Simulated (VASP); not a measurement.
The system is ZrB2.

```
Zr B
1.0
     3.17000    0.00000    0.00000
    -1.58500    2.74530    0.00000
     0.00000    0.00000    3.53300
Zr B
1 2
Direct
  0.00000 0.00000 0.00000
  0.66667 0.33333 0.50000
  0.33333 0.66667 0.50000
```

```yaml
Program: VASP 6.6.1
Task: relaxation of cell and atoms
Functional: r2SCAN
Potentials_or_basis: VASP PAW PBE potentials, release 64 (Zr_sv, B)
Cutoff: 600 eV
k_mesh: 10 × 10 × 8
Occupations: fermi-dirac, width 0.05 eV
Spin: no spin polarisation
Hubbard_terms: Zr d U = 3.0 eV
```

At the start: pressure 7.9 GPa; volume 10.25 Å³/atom.

Question: How do energy, volume and symmetry change on relaxing?

Answer: Over 6 steps the energy falls by 9.3 meV/atom and the volume is 10.58 Å³/atom (+3.2 %); space group P6/mmm (No. 191, to 0.1 Å) before and after.

The path:
| step | energy change (eV) | largest force (eV/Å) | pressure (GPa) | volume (Å³) |
| --- | --- | --- | --- | --- |
| 1 | 0.0000 | 0.0000 | 7.87 | 30.75 |
| 2 | 0.0081 | 0.0000 | -8.64 | 33.04 |
| 3 | -0.0263 | 0.0000 | -0.39 | 31.79 |
| 4 | -0.0263 | 0.0000 | -0.25 | 31.77 |
| 5 | -0.0278 | 0.0000 | 0.12 | 31.74 |
| 6 | -0.0278 | 0.0000 | 0.12 | 31.74 |

Final structure:
```
CELL_PARAMETERS angstrom
3.18889 0.00000 0.00000
-1.59445 2.76166 0.00000
0.00000 0.00000 3.60389
ATOMIC_POSITIONS crystal
Zr 0.00000 0.00000 0.00000
B 0.66667 0.33333 0.50000
B 0.33333 0.66667 0.50000
```

Caveat: the PAW data sets were made with another functional, which shifts forces and pressure a little; U without spin polarisation on a metal has little footing; the U is typed as a test and isn't derived for this compound.
